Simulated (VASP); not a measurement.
Ti, 2 atoms in the cell. Symmetry: P6_3/mmc, No. 194, hexagonal system. The conventional cell has a = 2.938 Å, b = 2.938 Å, c = 4.651 Å, α = 90.00°, β = 90.00°, γ = 120.00°. Within 3.8 Å of Ti (site symmetry -6m2) lie 12 Ti at 2.88 to 2.94 Å. 

```yaml
Program: VASP 6.6.1
Task: relaxation of cell and atoms
Functional: PBE
Potentials_or_basis: VASP PAW PBE potentials, release 64 (Ti_sv)
Cutoff: 600 eV
k_mesh: 18 × 18 × 10
Occupations: fermi-dirac, width 0.15 eV
Spin: no spin polarisation
Dipole_correction: no
Further_INCAR_settings: ALGO = Fast; EDIFF = 1e-06; IBRION = 2; EDIFFG = -0.001; NSW = 80; ISIF = 3
```

Potentials or basis: VASP PAW PBE potentials, release 64 (Ti_sv).

Run with:

```sh
$ cat potpaw_PBE.64/Ti_sv/POTCAR > POTCAR
$ mpirun -np 1 vasp_std > vasp.out
```

Hardware: 1 thread of Intel Xeon 8259CL (shared host).

Task: Estimate the wall time of this run.

Result: Run time: 52 min on 1 thread of Intel Xeon 8259CL, on a shared host, peak memory 0.29 GiB. Counts: scf iterations 217, k points 222, ion steps 42.
